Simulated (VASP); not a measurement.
Te:

```
CELL_PARAMETERS angstrom
4.69868 0.00000 0.00000
-2.34934 4.06918 0.00000
0.00000 0.00000 5.33081
ATOMIC_POSITIONS crystal
Te 0.22540 0.00000 0.83333
Te 0.00000 0.22540 0.16667
Te 0.77460 0.77460 0.50000
```

| Property | Result |
| --- | --- |
| Program | VASP 6.6.1 |
| Task | relaxation of cell and atoms |
| Functional | LDA |
| Potentials or basis | VASP PAW LDA potentials, release 64 (Te) |
| Cutoff | 600 eV |
| k mesh | 10 × 10 × 8 |
| Occupations | gaussian, width 0.05 eV |
| Spin | no spin polarisation |

At the start: pressure 10.6 GPa; volume 33.97 Å³/atom.

Question: Where does the relaxation end?

Answer: Over 24 steps the energy falls by 362.9 meV/atom and the volume is 31.35 Å³/atom (-7.7 %); space group P3_121 (No. 152, to 0.1 Å) before and after.

Step by step:
| step | energy change (eV) | largest force (eV/Å) | pressure (GPa) | volume (Å³) |
| --- | --- | --- | --- | --- |
| 1 | 0.0000 | 3.2994 | 10.57 | 101.92 |
| 2 | 0.1626 | 1.0682 | -7.52 | 138.40 |
| 3 | -0.7343 | 0.2873 | -1.73 | 116.34 |
| 4 | -0.7372 | 0.3819 | -1.34 | 115.57 |
| 5 | -0.7374 | 0.4279 | -1.14 | 115.22 |
| 6 | -0.7990 | 0.4533 | -0.91 | 111.80 |
| 7 | -0.9503 | 0.5448 | 0.57 | 101.85 |
| 8 | -0.8004 | 0.5873 | 9.48 | 83.23 |
| 9 | -0.9774 | 0.6662 | 2.45 | 96.22 |
| 10 | -0.9792 | 0.6717 | 3.57 | 93.24 |
| 11 | -1.0000 | 0.5858 | 3.33 | 92.86 |
| 12 | -1.0435 | 0.3652 | 2.79 | 91.68 |
| 13 | -1.0544 | 0.0583 | 2.36 | 89.22 |
| 14 | -1.0610 | 0.1447 | 2.42 | 90.04 |
| 15 | -1.0755 | 0.1140 | 1.59 | 91.34 |
| 16 | -1.0871 | 0.0365 | -0.21 | 94.54 |
| 17 | -1.0874 | 0.0466 | 0.00 | 94.13 |
| 18 | -1.0874 | 0.0487 | 0.05 | 94.04 |
| 19 | -1.0876 | 0.0459 | 0.05 | 94.04 |
| 20 | -1.0880 | 0.0376 | 0.05 | 94.02 |
| 21 | -1.0886 | 0.0213 | 0.04 | 93.98 |
| 22 | -1.0885 | 0.0102 | 0.04 | 93.91 |
| 23 | -1.0888 | 0.0072 | 0.04 | 93.95 |
| 24 | -1.0888 | 0.0006 | -0.04 | 94.06 |

Final structure:
```cif
data_structure
_symmetry_space_group_name_H-M 'P 1'
_symmetry_Int_Tables_number 1
_cell_length_a 4.2800
_cell_length_b 4.2800
_cell_length_c 5.9294
_cell_angle_alpha 90.000
_cell_angle_beta 90.000
_cell_angle_gamma 120.000
_cell_volume 94.06
loop_
_atom_site_label
_atom_site_type_symbol
_atom_site_fract_x
_atom_site_fract_y
_atom_site_fract_z
_atom_site_occupancy
Te1 Te 0.28736 0.00000 0.83333 1
Te2 Te 0.00000 0.28736 0.16667 1
Te3 Te 0.71264 0.71264 0.50000 1
```
